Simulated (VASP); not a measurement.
Write the native input for VASP 6.6.1 that does the following.

| Quantity | Value |
| --- | --- |
| Task | relaxation of the atoms |
| Functional | PBE |
| Potentials or basis | VASP PAW PBE potentials, release 64 (Si, O) |
| Cutoff | 520 eV |
| k mesh | 4 × 4 × 3 |
| Occupations | fermi-dirac, width 0.02 eV |
| Spin | no spin polarisation |
| Dipole correction | no |
| Further INCAR settings | ALGO = Normal; EDIFF = 1e-07; IBRION = 2; EDIFFG = -0.02; NSW = 80 |

The structure of SiO2 lies in POSCAR:

```
SiO2
1.0
    4.9890000000      0.0000000000      0.0000000000
    0.0000000000      4.9890000000      0.0000000000
    0.0000000000      0.0000000000      6.9910000000
Si O
4 8
Direct
    0.2976700000      0.2976700000      0.0000000000
    0.2023300000      0.7976700000      0.2500000000
    0.7023300000      0.7023300000      0.5000000000
    0.7976700000      0.2023300000      0.7500000000
    0.2410200000      0.0999400000      0.1760200000
    0.4000600000      0.7410200000      0.4260200000
    0.7589800000      0.9000600000      0.6760200000
    0.5999400000      0.2589800000      0.9260200000
    0.7410200000      0.4000600000      0.5739800000
    0.9000600000      0.7589800000      0.3239800000
    0.2589800000      0.5999400000      0.0739800000
    0.0999400000      0.2410200000      0.8239800000
```

One way to write it, as run:

INCAR

```
SYSTEM = SiO2
PREC = Accurate
ENCUT = 520
EDIFF = 1E-7
ISMEAR = -1
SIGMA = 0.02
LREAL = .False.
LASPH = .True.
NELM = 100
ALGO = Normal
ISIF = 2
LWAVE = .False.
LCHARG = .False.
GGA = PE
IBRION = 2
NSW = 80
EDIFFG = -0.02
```

KPOINTS

```
regular mesh
0
Gamma
  4 4 3
  0 0 0
```

Potentials or basis: VASP PAW PBE potentials, release 64 (Si, O).

Run with:

```bash
$ cat potpaw_PBE.64/Si/POTCAR potpaw_PBE.64/O/POTCAR > POTCAR
$ mpirun -np 1 vasp_std > vasp.out
```

Results of the run:

```yaml
Energy_gained_by_relaxing: 10.6 meV/atom
Ionic_steps: 19
Pressure_after_relaxing: 1.1 GPa
Largest_force_after_relaxing: 0.019 eV/Å
Band_gap_on_the_k_mesh: 5.60 eV
```

It took 8 min on 1 thread of Intel(R) Xeon(R) 6975P-C (Granite Rapids) (shared host), peak memory 0.31 GiB.
